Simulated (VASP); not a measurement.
BiB:

```xyz
2
Lattice="0.0312 2.7449 2.7449 2.7449 0.0312 2.7449 2.7760 2.7760 0.0000" Properties=species:S:1:pos:R:3 pbc="T T T"
B     0.0000    0.0000    0.0064
Bi    1.3880    1.3880    1.3661
```

This cell differs from its parent crystal: shear xy strain +2.3%.

Base run:

```yaml
Program: VASP 6.6.1
Functional: PBE
Potentials_or_basis: VASP PAW PBE potentials, release 64 (B, Bi_d)
Cutoff: 520 eV
k_mesh: 8 × 8 × 8
Occupations: fermi-dirac, width 0.02 eV
Spin: no spin polarisation
```

Its results: band gap on the k mesh 0.19 eV, direct; pressure 1.3 GPa.

**Question.** The run is repeated on the same cell with these changes: functional from PBE to r2SCAN; occupations from fermi-dirac, width 0.02 eV to gaussian, width 0.01 eV. What comes out?

**Answer.** Band gap on the k mesh 0.30 eV, direct; pressure 0.0 GPa.

Caveats: spin-orbit coupling is left out, which moves the levels of the heavy elements; the PAW data sets were made with another functional, which shifts forces and pressure a little (some runs).

A k mesh can miss the band edges.
